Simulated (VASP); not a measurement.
Ca: single point with LDA

Crystal: Ca.

```
Ca
1.0
     0.00000    2.66923    2.66923
     2.66923    0.00000    2.66923
     2.66923    2.66923    0.00000
Ca
1
Direct
  0.00000 0.00000 0.00000
```

```yaml
Program: VASP 6.6.1
Task: single point
Functional: LDA
Potentials_or_basis: VASP PAW LDA potentials, release 64 (Ca_sv)
Cutoff: 520 eV
k_mesh: 6 × 6 × 6
Occupations: fermi-dirac, width 0.1 eV
Spin: no spin polarisation
Dipole_correction: no
Further_INCAR_settings: ALGO = Normal; EDIFF = 1e-07; NBANDS = 11
```

| Property | Result |
| --- | --- |
| Pressure | 0.0 GPa |
| Band gap on the k mesh | zero (band 5 reaches 2.23 eV, above the bottom of band 6 at 2.20 eV) |

Levels at points of the mesh, in eV from the Fermi level:
```tsv
k point	band 1	band 2	band 3	band 4	band 5	band 6	band 7	band 8	band 9	band 10
(0.00, 0.00, 0.00)	-41.34	-22.54	-22.54	-22.54	-4.23	2.32	2.32	2.32	3.53	3.53
(0.50, 0.00, 0.00)	-41.32	-22.75	-22.56	-22.56	-1.11	-0.03	2.20	2.20	4.31	4.31
(0.50, 0.50, 0.00)	-41.31	-22.73	-22.61	-22.61	-0.63	0.40	1.18	4.31	4.52	4.52
```

It took 9.8 s on 1 thread of Intel Xeon 8259CL, on a shared host, peak memory 0.13 GiB.
